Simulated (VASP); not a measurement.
# RbCl (Fm-3m) in VASP: further runs, part 2 of 2

VASP 6.6.1. The steps go on from the part before.

## 3. Single point, PBE

This run uses another cell than the first one, of 37.57 Å³/atom, 1.064 times its volume.

INCAR

```
SYSTEM = RbCl
PREC     = Accurate       ! precision mode
ENCUT    = 500            ! plane-wave cutoff, eV
EDIFF    = 1E-6           ! SCF threshold, eV
ISMEAR   = 0              ! smearing method
SIGMA    = 0.02           ! smearing width, eV
LREAL    = .FALSE.        ! projectors in reciprocal space
LASPH    = .TRUE.         ! aspherical terms in the spheres
NELM     = 120            ! most SCF steps
ALGO     = Normal         ! electronic algorithm
ISIF     = 2              ! what is computed and relaxed
LWAVE    = .FALSE.        ! write WAVECAR
LCHARG   = .FALSE.        ! write CHGCAR
GGA      = PE             ! functional
NBANDS   = 15             ! bands
GGA_COMPAT= .FALSE.
```

KPOINTS

```
regular mesh
0
G
  6 6 6
  0 0 0
```

POSCAR

```
RbCl
1.0
    0.0000000000      3.3491260998      3.3491260998
    3.3491260998      0.0000000000      3.3491260998
    3.3491260998      3.3491260998      0.0000000000
Rb Cl
1 1
Direct
    0.0000000000      0.0000000000      0.0000000000
    0.5000000000      0.5000000000      0.5000000000
```

Potentials or basis: VASP PAW PBE potentials, release 64 (Rb_sv, Cl).

Command:

```bash
$ cat potpaw_PBE.64/Rb_sv/POTCAR potpaw_PBE.64/Cl/POTCAR > POTCAR
$ mpirun -np 1 vasp_std > vasp.out
```

OUTCAR:

```text
SYSTEM = RbCl
   PREC = Accurate
   ENCUT = 500
   EDIFF = 1E-6
   ISMEAR = 0
   LREAL = .FALSE.
   LASPH = .TRUE.
   NELM = 120
   ISIF = 2
   GGA = PE

 ion  position               nearest neighbor table
   1  0.000  0.000  0.000-   2 3.35   2 3.35   2 3.35   2 3.35   2 3.35   2 3.35
   2  0.500  0.500  0.500-   1 3.35   1 3.35   1 3.35   1 3.35   1 3.35   1 3.35

  LATTYP: Found a face centered cubic cell.
 ALAT       =     6.6982521996

  Lattice vectors:

 A1 = (   0.0000000000,   3.3491260998,   3.3491260998)
 A2 = (   3.3491260998,   0.0000000000,   3.3491260998)
 A3 = (   3.3491260998,   3.3491260998,   0.0000000000)

Analysis of symmetry for initial positions (statically):
=====================================================================
 Subroutine PRICEL returns:
 Original cell was already a primitive cell.

 Routine SETGRP: Setting up the symmetry group for a
 face centered cubic supercell.

 Subroutine GETGRP returns: Found 48 space group operations
 (whereof 48 operations were pure point group operations)
 out of a pool of 48 trial point group operations.

The static configuration has the point symmetry O_h .

Analysis of symmetry for dynamics (positions and initial velocities):
[... 169 lines left out ...]
     10       5.8857      0.00000
     11       5.8857      0.00000
     12       5.8857      0.00000
     13       6.8356      0.00000
     14       6.8356      0.00000
[... 257 lines left out ...]
      2     -13.9968      2.00000
      3     -10.3459      2.00000
      4     -10.2822      2.00000
      5     -10.1836      2.00000
      6      -2.3924      2.00000
      7      -2.3530      2.00000
      8      -2.2457      2.00000
      9       4.8166      0.00000
     10       6.3338      0.00000
     11       6.4810      0.00000
     12       7.5368      0.00000
     13       8.5792      0.00000
     14       9.4355      0.00000
     15       9.8775      0.00000

------------------------ aborting loop because EDIFF is reached ----------------------------------------

  FORCE on cell =-STRESS in cart. coord.  units (eV):
  Direction    XX          YY          ZZ          XY          YZ          ZX
  --------------------------------------------------------------------------------------
  -------------------------------------------------------------------------------------
  Total       -0.0023765     -0.0023765     -0.0023765      0.0000000      0.0000000      0.0000000
  in kB       -0.0506785     -0.0506785     -0.0506785      0.0000000      0.0000000      0.0000000
  external PRESSURE =      -0.0506785 kB  Pullay stress =       0.0000000 kB

 VOLUME and BASIS-vectors are now :
 -----------------------------------------------------------------------------
  energy-cutoff  :      500.00
  volume of cell :       75.13
      direct lattice vectors                 reciprocal lattice vectors
     0.000000000  3.349126100  3.349126100    -0.149292677  0.149292677  0.149292677
     3.349126100  0.000000000  3.349126100     0.149292677 -0.149292677  0.149292677
     3.349126100  3.349126100  0.000000000     0.149292677  0.149292677 -0.149292677

 POSITION                                       TOTAL-FORCE (eV/Angst)
 -----------------------------------------------------------------------------------
      0.00000      0.00000      0.00000        -0.000000     -0.000000      0.000000
      3.34913      3.34913      3.34913         0.000000      0.000000     -0.000000
 -----------------------------------------------------------------------------------
    total drift:                                0.000000      0.000000      0.000000

  FREE ENERGIE OF THE ION-ELECTRON SYSTEM (eV)
  ---------------------------------------------------
  free  energy   TOTEN  =        -6.6758438278 eV

  energy  without entropy=       -6.6758438278  energy(sigma->0) =       -6.67584383
```

OSZICAR:

```text
N       E                     dE             d eps       ncg     rms          rms(c)
DAV:   1     0.827305379240E+02    0.82731E+02   -0.67225E+03   480   0.892E+02
DAV:   2    -0.145177520324E+01   -0.84182E+02   -0.77073E+02   741   0.168E+02
DAV:   3    -0.690825789025E+01   -0.54565E+01   -0.54230E+01   628   0.442E+01
DAV:   4    -0.705517163253E+01   -0.14691E+00   -0.14687E+00   739   0.681E+00
DAV:   5    -0.705630608596E+01   -0.11345E-02   -0.11344E-02   656   0.622E-01    0.298E+00
DAV:   6    -0.668417405872E+01    0.37213E+00   -0.51734E-01   585   0.343E+00    0.226E+00
DAV:   7    -0.665950613433E+01    0.24668E-01   -0.12156E-01   648   0.181E+00    0.138E+00
DAV:   8    -0.667397733037E+01   -0.14471E-01   -0.18423E-02   579   0.822E-01    0.183E-01
DAV:   9    -0.667519237645E+01   -0.12150E-02   -0.16334E-03   613   0.214E-01    0.103E-01
DAV:  10    -0.667581880992E+01   -0.62643E-03   -0.53769E-04   494   0.146E-01    0.158E-02
DAV:  11    -0.667583870604E+01   -0.19896E-04   -0.31613E-05   606   0.361E-02    0.147E-02
DAV:  12    -0.667584390907E+01   -0.52030E-05   -0.14284E-05   508   0.207E-02    0.481E-03
DAV:  13    -0.667584382778E+01    0.81286E-07   -0.28472E-07   527   0.359E-03
   1 F= -.66758438E+01 E0= -.66758438E+01  d E =-.416353E-11
```

stdout:

```text
POSCAR found type information on POSCAR RbCl
 POSCAR found :  2 types and       2 ions
 scaLAPACK will be used
 LDA part: xc-table for (Slater+PW92), standard interpolation
 POSCAR, INCAR and KPOINTS ok, starting setup
 FFT: planning ... GRIDC
 FFT: planning ... GRID_SOFT
 FFT: planning ... GRID
 WAVECAR not read
 entering main loop
```

Run time: 34 s. Hardware: 1 thread of Intel Xeon 8259CL, shared host; peak memory 0.2 GiB.

What came out:

```
Free energy            : -6.6758 eV
Pressure               : 0.0 GPa
Band gap on the k mesh : 4.83 eV, direct
```

## 4. Single point, PBE

This run uses another cell than the first one, of 37.57 Å³/atom, 1.064 times its volume.

INCAR

```
PREC = Accurate
ENCUT = 500
EDIFF = 1E-6
ISMEAR = 0
SIGMA = 0.02
LREAL = F
LASPH = T
NELM = 120
ALGO = Normal
ISIF = 2
LWAVE = F
LCHARG = F
GGA = PE
NBANDS = 15
GGA_COMPAT = F
```

KPOINTS

```
regular mesh
0
Gamma
  6 6 6
```

POSCAR is that of step 3.

Command:

```bash
$ cat potpaw_PBE.64/Rb_sv/POTCAR potpaw_PBE.64/Cl/POTCAR > POTCAR
$ mpirun -np 1 vasp_std > vasp.out
```

Run time: 31 s. Hardware: 1 thread of Intel Xeon 8259CL, shared host; peak memory 0.21 GiB.

It converged, with:

| Quantity | Value |
| --- | --- |
| Free energy | -6.6758 eV |
| Pressure | 0.0 GPa |
| Band gap on the k mesh | 4.83 eV, direct |

Levels at points of the mesh, in eV from the valence-band top:
```csv
k point,band 4,band 5,band 6,band 7,band 8,band 9,band 10,band 11,band 12,band 13
"(0.00, 0.00, 0.00)",-8.10,-8.10,0.00,0.00,0.00,4.83,7.95,7.95,7.95,8.90
"(0.50, 0.00, 0.00)",-8.11,-8.09,-0.79,-0.30,-0.30,7.57,7.78,9.96,9.96,11.17
"(0.50, 0.50, 0.00)",-8.18,-8.18,-0.32,-0.10,-0.10,6.24,7.83,9.42,9.95,10.15
```

## 5. Single point, PBE (volume scaled by 1.03)

INCAR

```
PREC = Accurate ; ENCUT = 500
EDIFF = 1E-6 ; ISMEAR = 0
SIGMA = 0.02 ; LREAL = False
LASPH = True ; NELM = 120
ALGO = Normal ; ISIF = 2
LWAVE = False ; LCHARG = False
GGA = PE ; NBANDS = 15
GGA_COMPAT = False
```

KPOINTS

```
Automatic mesh
0
Gamma
  6 6 6
```

POSCAR

```
RbCl
1.0
    0.0000000000      3.3822879208      3.3822879208
    3.3822879208      0.0000000000      3.3822879208
    3.3822879208      3.3822879208      0.0000000000
Rb Cl
1 1
Direct
    0.0000000000      0.0000000000      0.0000000000
    0.5000000000      0.5000000000      0.5000000000
```

Command:

```bash
$ cat potpaw_PBE.64/Rb_sv/POTCAR potpaw_PBE.64/Cl/POTCAR > POTCAR
$ mpirun -np 1 vasp_std > vasp.out
```

Run time: 29 s. Hardware: 1 thread of Intel Xeon 8259CL, shared host; peak memory 0.2 GiB.

It converged, with:

```
Free energy            : -6.6735 eV
Pressure               : -0.4 GPa
Band gap on the k mesh : 4.74 eV, direct
```

Levels at points of the mesh, in eV from the valence-band top:
```csv
k point,band 5,band 6,band 7,band 8,band 9,band 10,band 11,band 12
"(0.00, 0.00, 0.00)",-8.18,0.00,0.00,0.00,4.74,7.93,7.93,7.93
"(0.50, 0.00, 0.00)",-8.17,-0.75,-0.27,-0.27,7.47,7.67,9.85,9.85
"(0.50, 0.50, 0.00)",-8.25,-0.32,-0.11,-0.11,6.25,7.70,9.26,9.88
```

Caveat: the cell differs from its parent crystal (volume scaled by 1.03).

## 6. Single point, PBE (volume scaled by 1.06)

INCAR

```
ALGO = Normal ; EDIFF = 1E-6
ENCUT = 500 ; GGA = PE
GGA_COMPAT = F ; ISIF = 2
ISMEAR = 0 ; LASPH = T
LCHARG = F ; LREAL = F
LWAVE = F ; NBANDS = 15
NELM = 120 ; PREC = Accurate
SIGMA = 0.02
```

KPOINTS

```
k-points
0
Gamma
  6 6 6
```

POSCAR

```
RbCl
1.0
    0.0000000000      3.4148119152      3.4148119152
    3.4148119152      0.0000000000      3.4148119152
    3.4148119152      3.4148119152      0.0000000000
Rb Cl
1 1
Direct
    0.0000000000      0.0000000000      0.0000000000
    0.5000000000      0.5000000000      0.5000000000
```

Potentials or basis: VASP PAW PBE potentials, release 64 (Rb_sv, Cl).

Command:

```bash
$ cat potpaw_PBE.64/Rb_sv/POTCAR potpaw_PBE.64/Cl/POTCAR > POTCAR
$ mpirun -np 1 vasp_std > vasp.out
```

Wall time 34 s (1 thread of Intel Xeon 8259CL, shared host); peak memory 0.2 GiB.

Results (log left out):

```yaml
Free_energy: -6.6660 eV
Pressure: -0.7 GPa
Band_gap_on_the_k_mesh: 4.66 eV, direct
```

Levels at points of the mesh, in eV from the valence-band top:
| k point | band 4 | band 5 | band 6 | band 7 | band 8 | band 9 | band 10 | band 11 | band 12 | band 13 |
| --- | --- | --- | --- | --- | --- | --- | --- | --- | --- | --- |
| (0.00, 0.00, 0.00) | -8.25 | -8.25 | 0.00 | 0.00 | 0.00 | 4.66 | 7.90 | 7.90 | 7.90 | 8.81 |
| (0.50, 0.00, 0.00) | -8.26 | -8.24 | -0.71 | -0.25 | -0.25 | 7.37 | 7.56 | 9.74 | 9.74 | 10.95 |
| (0.50, 0.50, 0.00) | -8.32 | -8.32 | -0.32 | -0.11 | -0.11 | 6.26 | 7.57 | 9.10 | 9.80 | 9.88 |

Caveat: the cell differs from its parent crystal (volume scaled by 1.06).

## 7. Summary

| cell | gap on the mesh (eV) | pressure (GPa) |
| --- | --- | --- |
| a = 4.640 Å, angles 60.0°, 2 atoms | 5.03 | 1.0 |
| a = 4.736 Å, angles 60.0°, 2 atoms | 4.83 | 0.0 |
| a = 4.783 Å, angles 60.0°, 2 atoms | 4.74 | -0.4 |
| a = 4.829 Å, angles 60.0°, 2 atoms | 4.66 | -0.7 |

Alike in all rows: task single point; level PBE; potentials or basis VASP PAW PBE potentials, release 64 (Rb_sv, Cl); no spin polarisation; k mesh 6 × 6 × 6; cutoff (eV) 500; smearing gaussian 0.02 eV.

Total energies depend on the potentials used, so only differences within one code and one set of settings carry meaning.
